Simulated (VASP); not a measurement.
## MgS: single point with PBEsol

The system is MgS.

```xyz
4
Lattice="4.1980 0.0000 0.0000 0.0000 4.1980 0.0000 0.0000 0.0000 5.1762" Properties=species:S:1:pos:R:3 pbc="T T T"
Mg    0.0000    0.0000    0.0000
Mg    2.0990    2.0990    2.5881
S     0.0000    2.0990    1.2941
S     2.0990    4.1980    3.8822
```

```yaml
Program: VASP 6.6.1
Task: single point
Functional: PBEsol
Potentials_or_basis: VASP PAW PBE potentials, release 64 (Mg, S)
Cutoff: 600 eV
k_mesh: 6 × 6 × 6
Occupations: gaussian, width 0.02 eV
Spin: no spin polarisation
Dipole_correction: no
Further_INCAR_settings: ALGO = Normal; EDIFF = 1e-06; NBANDS = 16
```

```yaml
Pressure: -1.2 GPa
Band_gap_on_the_k_mesh: 3.02 eV
```

Stress tensor (GPa, compression positive):
```
-1.80  0.00  0.00
 0.00 -1.80  0.00
 0.00  0.00 -0.05
```

Levels at points of the mesh, in eV from the valence-band top:
```tsv
k point	band 5	band 6	band 7	band 8	band 9	band 10	band 11	band 12
(0.00, 0.00, 0.00)	-1.64	-0.27	-0.27	0.00	3.02	3.42	4.66	7.71
(0.50, 0.00, 0.00)	-1.32	-1.32	-0.87	-0.87	5.62	5.62	6.32	6.32
(0.50, 0.50, 0.00)	-1.03	-1.03	-0.96	-0.96	3.66	3.66	5.72	5.72
(0.00, 0.00, 0.50)	-1.02	-1.02	-1.02	-1.02	5.11	5.11	5.82	5.82
(0.50, 0.00, 0.50)	-0.82	-0.82	-0.24	-0.24	4.57	4.57	6.72	6.72
(0.50, 0.50, 0.50)	-2.05	-2.05	-1.57	-1.57	5.84	5.84	7.88	7.88
```

Wall time 72 s on 1 thread of Intel Xeon 8259CL, with other jobs on the host, peak memory 0.26 GiB.

Caveat: the PAW data sets were made with another functional, which shifts forces and pressure a little.
